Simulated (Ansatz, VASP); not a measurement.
## One calculation of MnO2, two programs

```
Mn O
1.0
     2.43025   -1.48979    0.00000
     2.43025    1.48979    0.00000
    -0.00239    0.00000    3.42716
Mn O
1 2
Direct
  0.00000 0.00000 0.00000
  0.68790 0.68790 0.28890
  0.31210 0.31210 0.71110
```

Alike in both runs: task single point; functional LDA; k mesh 7 × 7 × 6; occupations gaussian, width 0.05 eV; collinear spin; Hubbard terms Mn d U = 6.0 eV.

|  | VASP | Ansatz |
| --- | --- | --- |
| version | VASP 6.6.1 | Ansatz 0.2.0 |
| potentials or method | VASP PAW LDA potentials, release 64 (Mn_pv, O), cutoff 520 eV | all-electron LAPW, scalar-relativistic |

|  | VASP | Ansatz | Ansatz less VASP |
| --- | --- | --- | --- |
| gap on the k mesh at the Fermi level (eV) | none | none | - |
| pressure (GPa) | 22.1 | 23.8 | +1.64 |
| traceless stress, the component that is largest in VASP (GPa) | -20.62 | -19.91 | +0.709 |
| rms of the force components (eV/Å) | 1.351 | 1.283 | -0.0676 |
| net moment per atom (μB) | 1.00 | 1.00 | 0.000 |
| size of the moment on the site where the two differ most (μB) | 3.52 | 3.34 | -0.174 |

LDA's correlation is that of Perdew and Zunger in VASP and of Perdew and Wang (1992) in Ansatz. Site moments also hang on the region over which each program counts them. The programs project onto different local orbitals, so the same U acts differently, and such runs can settle in different states. Atom by atom the forces differ by 0.068 eV/Å (rms over components). A gap of «none» marks a metal or a gap that the smearing closes. Ansatz ran all-electron here, and VASP with PAW potentials.

Noted on Ansatz's run: the k mesh is thin for a metal, which can move the energy by tens of meV per atom; the magnetic state may not be the lowest; U is the effective U less J, on atomic orbitals that reach past the spheres.
